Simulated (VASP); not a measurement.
# Cr in VASP: a series of runs

The runs below take Cr through relaxation of cell and atoms, single point, with PBE.

Program: VASP 6.6.1. These are calculated values, not measurements. Logs are shortened: lines on timing, memory, paths and dates and some standing lists are left out, and cuts for length are marked.

### 1 The cell of the first run

The structure is cubic, space group Im-3m (No. 229). The conventional cell has a = 2.850 Å, b = 2.850 Å, c = 2.850 Å, α = 90.00°, β = 90.00°, γ = 90.00°. Cr (site symmetry m-3m) has 14 Cr at 2.47 to 2.85 Å within 3.3 Å.

### 2 Relaxation of cell and atoms, PBE

Input file INCAR:

```
SYSTEM = Cr
PREC = Accurate
ENCUT = 600
EDIFF = 1E-6
ISMEAR = 0
SIGMA = 0.1
LREAL = .False.
LASPH = .True.
NELM = 80
ALGO = Normal
ISIF = 3
LWAVE = .False.
LCHARG = .False.
GGA = PE
IBRION = 2
NSW = 100
EDIFFG = -0.005
```

Input file KPOINTS:

```
Automatic mesh
0
Gamma
  20 20 20
  0 0 0
```

Input file POSCAR:

```
Cr
1.0
   -1.4248462202      1.4248462202      1.4248462202
    1.4248462202     -1.4248462202      1.4248462202
    1.4248462202      1.4248462202     -1.4248462202
Cr
1
Direct
    0.0000000000      0.0000000000      0.0000000000
```

Potentials or basis: VASP PAW PBE potentials, release 64 (Cr_pv).

Started as:

```sh
cat potpaw_PBE.64/Cr_pv/POTCAR > POTCAR
mpirun -np 1 vasp_std > vasp.out
```

OUTCAR:

```text
SYSTEM = Cr
   PREC = Accurate
   ENCUT = 600
   EDIFF = 1E-6
   ISMEAR = 0
   LREAL = .False.
   LASPH = .True.
   NELM = 80
   ISIF = 3
   GGA = PE
   IBRION = 2
   NSW = 100
   EDIFFG = -0.005

 ion  position               nearest neighbor table
   1  0.000  0.000  0.000-

  LATTYP: Found a body centered cubic cell.
 ALAT       =     2.8496924404

  Lattice vectors:

 A1 = (  -1.4248462202,   1.4248462202,   1.4248462202)
 A2 = (   1.4248462202,  -1.4248462202,   1.4248462202)
 A3 = (   1.4248462202,   1.4248462202,  -1.4248462202)

Analysis of symmetry for initial positions (statically):
=====================================================================
 Subroutine PRICEL returns:
 Original cell was already a primitive cell.

 Routine SETGRP: Setting up the symmetry group for a
 body centered cubic supercell.

 Subroutine GETGRP returns: Found 48 space group operations
 (whereof 48 operations were pure point group operations)
 out of a pool of 48 trial point group operations.

The static configuration has the point symmetry O_h .

Analysis of symmetry for dynamics (positions and initial velocities):
=====================================================================
 Subroutine PRICEL returns:
 Original cell was already a primitive cell.

 Routine SETGRP: Setting up the symmetry group for a
 body centered cubic supercell.

 Subroutine GETGRP returns: Found 48 space group operations
 (whereof 48 operations were pure point group operations)
 out of a pool of 48 trial point group operations.

The dynamic configuration has the point symmetry O_h .

 Subroutine INISYM returns: Found 48 space group operations
 (whereof 48 operations are pure point group operations),
 and found     1 'primitive' translations

----------------------------------------------------------------------------------------

                                     Primitive cell

  volume of cell :      11.5708

  direct lattice vectors                    reciprocal lattice vectors
    -1.424846220  1.424846220  1.424846220     0.000000000  0.350915062  0.350915062
     1.424846220 -1.424846220  1.424846220     0.350915062  0.000000000  0.350915062
     1.424846220  1.424846220 -1.424846220     0.350915062  0.350915062  0.000000000

  length of vectors
     2.467906046  2.467906046  2.467906046     0.496268840  0.496268840  0.496268840

  position of ions in fractional coordinates (direct lattice)
     0.000000000  0.000000000  0.000000000

  ion indices of the primitive-cell ions
   primitive index   ion index
                 1           1

----------------------------------------------------------------------------------------

 KPOINTS: Automatic mesh

Automatic generation of k-mesh.
 Grid dimensions read from file:
 generate k-points for:   20   20   20

 Generating k-lattice:

  Cartesian coordinates                     Fractional coordinates (reciprocal lattice)
     0.000000000  0.017545753  0.017545753     0.050000000  0.000000000  0.000000000
     0.017545753  0.000000000  0.017545753     0.000000000  0.050000000  0.000000000
     0.017545753  0.017545753  0.000000000     0.000000000  0.000000000  0.050000000

  Length of vectors
     0.024813442  0.024813442  0.024813442

  Shift w.r.t. Gamma in fractional coordinates (k-lattice)
     0.000000000  0.000000000  0.000000000

 Subroutine IBZKPT returns following result:
 ===========================================

 Found    256 irreducible k-points:

 Following reciprocal coordinates:
            Coordinates               Weight
  0.000000  0.000000  0.000000      1.000000
  0.050000  0.000000  0.000000     12.000000
  0.100000  0.000000  0.000000     12.000000
  0.150000  0.000000  0.000000     12.000000
  0.200000  0.000000  0.000000     12.000000
  0.250000  0.000000  0.000000     12.000000
[... 16 lines left out ...]
  0.200000  0.100000  0.000000     48.000000
  0.250000  0.100000  0.000000     48.000000
 [... further k-points ...]
   k-points           NKPTS =    256   k-points in BZ     NKDIM =    256   number of bands    NBANDS=     10
   number of dos      NEDOS =    301   number of ions     NIONS =      1
   total plane-waves  NPLWV =   8000
   dimension x,y,z NGX =    20 NGY =   20 NGZ =   20
   dimension x,y,z NGXF=    40 NGYF=   40 NGZF=   40
   ions per type =               1
   NGX,Y,Z   is equivalent  to a cutoff of  13.47, 13.47, 13.47 a.u.
   NGXF,Y,Z  is equivalent  to a cutoff of  26.95, 26.95, 26.95 a.u.
 SYSTEM =  Cr
   PREC   = accura    normal or accurate (medium, high low for compatibility)
   ISTART =      0    job   : 0-new  1-cont  2-samecut
   ICHARG =      2    charge: 1-file 2-atom 10-const
   ISPIN  =      1    spin polarized calculation?
   LNONCOLLINEAR =      F non collinear calculations
   LSORBIT =      F    spin-orbit coupling
   LASPH  =      T    aspherical Exc in radial PAW
   ENCUT  =  600.0 eV  44.10 Ry    6.64 a.u.   4.93  4.93  4.93*2*pi/ulx,y,z
   NELM   =     80;   NELMIN=  2; NELMDL= -5     # of ELM steps
   EDIFF  = 0.1E-05   stopping-criterion for ELM
   LREAL  =      F    real-space projection
   EDIFFG = -.5E-02   stopping-criterion for IOM
   NSW    =    100    number of steps for IOM
   IBRION =      2    ionic relax: 0-MD 1-quasi-New 2-CG
   NFREE  =      1    steps in history (QN), initial steepest desc. (CG)
   ISIF   =      3    stress and relaxation
   ISYM   =      2    0-nonsym 1-usesym 2-fastsym
   POTIM  = 0.5000    time-step for ionic-motion
   TEBEG  =    0.0;   TEEND  =   0.0 temperature during run
   PSTRESS=    0.0 pullay stress
   NELECT =      12.0000    total number of electrons
   NUPDOWN=      -1.0000    fix difference up-down
   EMIN   =  10.00;   EMAX   =-10.00  energy-range for DOS
   EFERMI =   0.00;   METHOD = LEGACY
   ISMEAR =     0;   SIGMA  =   0.10  broadening in eV -4-tet -1-fermi 0-gaus
   EFERMI_NEDOS =   21; number of points for ismear=-14 and -15
   IALGO  =     38    algorithm
   IMIX   =      4    mixing-type and parameters
     AMIX     =   0.40;   BMIX     =  1.00
     AMIX_MAG =   1.60;   BMIX_MAG =  1.00
  volume/ion in A,a.u.               =      11.57        78.08
  Fermi-wavevector in a.u.,A,eV,Ry     =   1.657094  3.131454 37.361080  2.745962
  Thomas-Fermi vector in A             =   2.744906
   LORBIT       =      0    0 simple, 1 ext, 2 COOP (PROOUT), +10 PAW based schemes
   GGA     = PE    functional components
   LHFCALC =     F    Hartree Fock is set to
   AEXX    =    0.0000 exact exchange contribution
   IVDW    =     0    specifies the selected vdW correction
   LEPSILON=     F    determine dielectric tensor
   LRPA    =     F    only Hartree local field effects (RPA)
 conjugate gradient relaxation of ions
 non-spin polarized calculation
 Gauss-broadening in eV      SIGMA  =   0.10
  energy-cutoff  :      600.00
  volume of cell :       11.57
 maximum number of plane-waves:       402
   NGX =  9   NGY =  9   NGZ =  9

--------------------------------------- Ionic step        1  -------------------------------------------

 number of electron      11.9999995 magnetization

 Free energy of the ion-electron system (eV)
  ---------------------------------------------------
  ext. energy  EPLUGINS =         0.00000000
  ---------------------------------------------------
  free energy    TOTEN  =        -9.51844715 eV

  energy without entropy =       -9.51499641  energy(sigma->0) =       -9.51672178

------------------------ aborting loop because EDIFF is reached ----------------------------------------

  FORCE on cell =-STRESS in cart. coord.  units (eV):
  Direction    XX          YY          ZZ          XY          YZ          ZX
  --------------------------------------------------------------------------------------
  -------------------------------------------------------------------------------------
  Total       -0.0769221     -0.0769221     -0.0769221      0.0000000      0.0000000      0.0000000
  in kB      -10.6511767    -10.6511767    -10.6511767      0.0000000      0.0000000      0.0000000
  external PRESSURE =     -10.6511767 kB  Pullay stress =       0.0000000 kB
[... 55 lines left out ...]
  energy  without entropy=       -9.5147436028  energy(sigma->0) =       -9.51644022

--------------------------------------- Ionic step        3  -------------------------------------------

 number of electron      11.9999996 magnetization

 Free energy of the ion-electron system (eV)
  ---------------------------------------------------
  ext. energy  EPLUGINS =         0.00000000
  ---------------------------------------------------
  free energy    TOTEN  =        -9.51860194 eV

  energy without entropy =       -9.51517224  energy(sigma->0) =       -9.51688709

 E-fermi :  11.0248     XC(G=0): -13.6873

 val. band max:       11.0201007483   @ k =   0.4500   0.1000   0.0000
 cond. band min:      11.0339310127   @ k =  -0.1500   0.2000   0.1000
 fundamental gap:      0.0138302644
 Fermi energy:        11.0247907199

 k-point     1 :       0.0000    0.0000    0.0000
  band No.  band energies     occupation
      1     -31.7165      2.00000
      2     -31.7164      2.00000
      3     -31.7164      2.00000
      4       3.1407      2.00000
      5      10.0926      2.00000
      6      10.0926      2.00000
      7      10.0926      2.00000
      8      12.1525      0.00000
      9      12.1525      0.00000
     10      18.1170      0.00000
[... 287 lines left out ...]
 k-point    24 :       0.2500    0.1000    0.0000
  band No.  band energies     occupation
      1     -32.3391      2.00000
      2     -31.9172      2.00000
      3     -31.7515      2.00000
      4       6.3339      2.00000
      5       9.0410      2.00000
      6       9.5641      2.00000
      7      11.7754      0.00000
      8      12.4320      0.00000
      9      12.7691      0.00000
     10      18.1158      0.00000

 [... further k-points ...]

------------------------ aborting loop because EDIFF is reached ----------------------------------------

  FORCE on cell =-STRESS in cart. coord.  units (eV):
  Direction    XX          YY          ZZ          XY          YZ          ZX
  --------------------------------------------------------------------------------------
  -------------------------------------------------------------------------------------
  Total        0.0017752      0.0017752      0.0017752      0.0000000      0.0000000     -0.0000000
  in kB        0.2468101      0.2468101      0.2468101      0.0000000      0.0000000     -0.0000000
  external PRESSURE =       0.2468101 kB  Pullay stress =       0.0000000 kB
[... 16 lines left out ...]
  FREE ENERGIE OF THE ION-ELECTRON SYSTEM (eV)
  ---------------------------------------------------
  free  energy   TOTEN  =        -9.5186019443 eV

  energy  without entropy=       -9.5151722426  energy(sigma->0) =       -9.51688709

 reached required accuracy - stopping structural energy minimisation
```

It took 36 s on 1 thread of Intel Xeon Platinum 8488C (Sapphire Rapids), shared host; peak memory 0.16 GiB.

Results:

| Property | Result |
| --- | --- |
| Free energy | -9.5186 eV |
| Relaxed volume | 11.52 Å³/atom |
| Relaxed cell | a = 2.465 Å, b = 2.465 Å, c = 2.465 Å, α = 109.47°, β = 109.47°, γ = 109.47° |
| Space group after relaxing (to 0.05 Å) | Im-3m (No. 229) |
| Energy gained by relaxing | 0.2 meV/atom |
| Ionic steps | 3 |
| Pressure after relaxing | 0.0 GPa |
| Band gap on the k mesh | zero (band 6 reaches 13.46 eV, above the bottom of band 7 at 10.09 eV) |

The path:
```csv
step,energy change (eV),largest force (eV/Å),pressure (GPa),volume (Å³)
1,0.0000,0.0000,-1.07,11.57
2,0.0003,0.0000,1.86,11.44
3,-0.0002,0.0000,0.02,11.52
```

Final structure:
```
Cr
1.0
    -1.42290    1.42290    1.42290
     1.42290   -1.42290    1.42290
     1.42290    1.42290   -1.42290
Cr
1
Cartesian
  0.0000 0.0000 0.0000
```

Caveat: the run has no spin polarisation, though such a crystal can be magnetic. Spin polarisation is off, so any magnetic state and its effect on volume and gap are missing.

### 3 Single point, PBE (biaxial strain in the a-b plane: -4.0 %)

Input file INCAR:

```
SYSTEM = Cr
PREC = Accurate ; ENCUT = 520
EDIFF = 1E-6 ; ISMEAR = 0
SIGMA = 0.1 ; LREAL = .False.
LASPH = .True. ; NELM = 80
ALGO = Fast ; ISIF = 2
LWAVE = .False. ; LCHARG = .False.
GGA = PE ; NBANDS = 19
```

Input file KPOINTS:

```
regular mesh
0
Gamma
  18 18 18
  0 0 0
```

Input file POSCAR:

```
Cr
1.0
    2.7339168156      0.0000000000      0.0000000000
    0.0000000000      2.7339168156      0.0000000000
    0.0000000000      0.0000000000      2.9161779367
Cr
2
Direct
    0.0000000000      0.0000000000      0.0000000000
    0.5000000000      0.5000000000      0.5000000000
```

Potentials or basis: VASP PAW PBE potentials, release 64 (Cr_pv).

Started as:

```sh
cat potpaw_PBE.64/Cr_pv/POTCAR > POTCAR
mpirun -np 1 vasp_std > vasp.out
```

OUTCAR:

```text
SYSTEM = Cr
   PREC = Accurate
   ENCUT = 520
   EDIFF = 1E-6
   ISMEAR = 0
   LREAL = .False.
   LASPH = .True.
   NELM = 80
   ISIF = 2
   GGA = PE

 ion  position               nearest neighbor table
   1  0.000  0.000  0.000-   2 2.42   2 2.42   2 2.42   2 2.42   2 2.42   2 2.42   2 2.42   2 2.42

   2  0.500  0.500  0.500-   1 2.42   1 2.42   1 2.42   1 2.42   1 2.42   1 2.42   1 2.42   1 2.42

  LATTYP: Found a simple tetragonal cell.
 ALAT       =     2.7339168156
 C/A-ratio  =     1.0666666667

  Lattice vectors:

 A1 = (   2.7339168156,   0.0000000000,   0.0000000000)
 A2 = (   0.0000000000,   2.7339168156,   0.0000000000)
 A3 = (   0.0000000000,   0.0000000000,   2.9161779367)

Analysis of symmetry for initial positions (statically):
=====================================================================
 Subroutine PRICEL returns following result:

  LATTYP: Found a body centered tetragonal cell.
 ALAT       =     2.7339168156
 C/A-ratio  =     1.0666666667

  Lattice vectors:

 A1 = (  -1.3669584078,  -1.3669584078,  -1.4580889684)
 A2 = (   1.3669584078,   1.3669584078,  -1.4580889684)
 A3 = (   1.3669584078,  -1.3669584078,   1.4580889684)

[... 179 lines left out ...]
  energy without entropy =      -18.89174469  energy(sigma->0) =      -18.89561751

 E-fermi :  11.8465     XC(G=0): -14.0140

 val. band max:       11.8369146510   @ k =   0.2222   0.1111   0.1111
 cond. band min:      11.8490424386   @ k =   0.5000   0.1111   0.0556
 fundamental gap:      0.0121277877
 Fermi energy:        11.8464630486

 k-point     1 :       0.0000    0.0000    0.0000
  band No.  band energies     occupation
      1     -31.6586      2.00000
      2     -31.4981      2.00000
      3     -31.4981      2.00000
      4     -30.8221      2.00000
      5     -30.8022      2.00000
      6     -30.8022      2.00000
[... 505 lines left out ...]
      6     -30.9106      2.00000
[... 11 lines left out ...]
     18      17.7483      0.00000
     19      18.9815      0.00000

 [... further k-points ...]

------------------------ aborting loop because EDIFF is reached ----------------------------------------

  FORCE on cell =-STRESS in cart. coord.  units (eV):
  Direction    XX          YY          ZZ          XY          YZ          ZX
  --------------------------------------------------------------------------------------
  -------------------------------------------------------------------------------------
  Total        3.3974913      3.3974913      0.1378393      0.0000000      0.0000000     -0.0000000
  in kB      249.7378230    249.7378230     10.1320923      0.0000000      0.0000000     -0.0000000
  external PRESSURE =     169.8692461 kB  Pullay stress =       0.0000000 kB

 VOLUME and BASIS-vectors are now :
 -----------------------------------------------------------------------------
  energy-cutoff  :      520.00
  volume of cell :       21.80
      direct lattice vectors                 reciprocal lattice vectors
     2.733916816  0.000000000  0.000000000     0.365775577  0.000000000  0.000000000
     0.000000000  2.733916816  0.000000000     0.000000000  0.365775577  0.000000000
     0.000000000  0.000000000  2.916177937     0.000000000  0.000000000  0.342914603

 POSITION                                       TOTAL-FORCE (eV/Angst)
 -----------------------------------------------------------------------------------
      0.00000      0.00000      0.00000        -0.000000     -0.000000      0.000000
      1.36696      1.36696      1.45809         0.000000      0.000000     -0.000000
 -----------------------------------------------------------------------------------
    total drift:                               -0.000000      0.000000      0.000000

  FREE ENERGIE OF THE ION-ELECTRON SYSTEM (eV)
  ---------------------------------------------------
  free  energy   TOTEN  =       -18.8994903408 eV

  energy  without entropy=      -18.8917446871  energy(sigma->0) =      -18.89561751
```

stdout:

```text
POSCAR found type information on POSCAR Cr
 POSCAR found :  1 types and       2 ions
 scaLAPACK will be used
 LDA part: xc-table for (Slater+PW92), standard interpolation
 POSCAR, INCAR and KPOINTS ok, starting setup
 FFT: planning ... GRIDC
 FFT: planning ... GRID_SOFT
 FFT: planning ... GRID
 WAVECAR not read
 entering main loop
WARNING in EDDRMM: call to ZHEGV failed, returncode =   8  4     19
WARNING in EDDRMM: call to ZHEGV failed, returncode =   6  3     19
WARNING in EDDRMM: call to ZHEGV failed, returncode =   6  3     19
WARNING in EDDRMM: call to ZHEGV failed, returncode =   6  3     19
```

Run time: 2 min. Hardware: 1 thread of Intel Xeon Platinum 8488C (Sapphire Rapids), shared host; peak memory 0.28 GiB.

Results:

```
Free energy            : -18.8995 eV
Pressure               : 17.0 GPa
Band gap on the k mesh : zero (band 12 reaches 13.46 eV, above the bottom of band 13 at 11.33 eV)
```

Levels at points of the mesh, in eV from the Fermi level:
| k point | band 8 | band 9 | band 10 | band 11 | band 12 | band 13 | band 14 | band 15 | band 16 | band 17 |
| --- | --- | --- | --- | --- | --- | --- | --- | --- | --- | --- |
| (0.00, 0.00, 0.00) | -4.81 | -4.59 | -1.16 | -1.16 | -0.61 | 0.88 | 1.46 | 2.55 | 2.68 | 2.68 |
| (0.50, 0.00, 0.00) | -3.95 | -1.96 | -1.96 | -0.79 | -0.79 | -0.34 | -0.34 | 0.66 | 0.66 | 3.08 |
| (0.50, 0.50, 0.00) | -4.81 | -3.11 | -3.11 | 1.61 | 1.61 | 1.69 | 1.69 | 1.79 | 1.79 | 3.11 |
| (0.00, 0.00, 0.50) | -4.35 | -2.14 | -2.14 | -0.24 | -0.24 | -0.24 | -0.24 | 0.87 | 0.87 | 2.16 |
| (0.50, 0.00, 0.50) | -4.72 | -2.44 | -2.44 | 0.85 | 0.85 | 1.07 | 1.07 | 1.66 | 1.66 | 3.01 |
| (0.50, 0.50, 0.50) | -2.70 | -2.39 | -2.39 | -2.39 | -2.39 | 1.48 | 1.48 | 1.84 | 1.84 | 7.13 |

Caveat: the cell differs from its parent crystal (biaxial strain in the a-b plane: -4.0 %); the run has no spin polarisation, though such a crystal can be magnetic.

(Continued in part 2 of 2.)
